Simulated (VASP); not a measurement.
Here is a VASP 6.6.1 calculation.

The input INCAR:

```
ALGO = Normal
EDIFF = 1E-6
ENCUT = 520
GGA = PS
ISIF = 2
ISMEAR = -1
LASPH = T
LCHARG = F
LREAL = F
LWAVE = F
NBANDS = 16
NELM = 100
PREC = Accurate
SIGMA = 0.03
```

KPOINTS

```
k-points
0
Gamma
  4 4 3
```

The input POSCAR:

```
Te
1.0
    3.8202894285     -2.1482026000      0.0000000000
    3.8202894285      2.1482026000      0.0000000000
   -0.0942908673      0.0000000000      5.9760906531
Te
3
Direct
    0.0000000000      0.0000000000      0.0000000000
    0.3094466100      0.3094466100      0.3388094900
    0.6905533900      0.6905533900      0.6611905100
```

Potentials or basis: VASP PAW PBE potentials, release 64 (Te).

Command:

```bash
$ cat potpaw_PBE.64/Te/POTCAR > POTCAR
$ mpirun -np 1 vasp_std > vasp.out
```

Problem. What does it give for the pressure?

Solution. -1.6 GPa.

Problem. Estimate the band gap on the k mesh.

Solution. 0.08 eV (least direct gap 0.20 eV).

Problem. What does it give for the largest force?

Solution. 0.077 eV/Å.

Stress tensor (GPa, compression positive):
```
-1.47  0.00  0.08
 0.00 -1.55  0.00
 0.08  0.00 -1.91
```

Caveat: semilocal functionals underestimate gaps, and a narrow one can read as zero; the PAW data sets were made with another functional, which shifts forces and pressure a little; spin-orbit coupling is left out, which moves the levels of the heavy elements. A k mesh can miss the band edges.
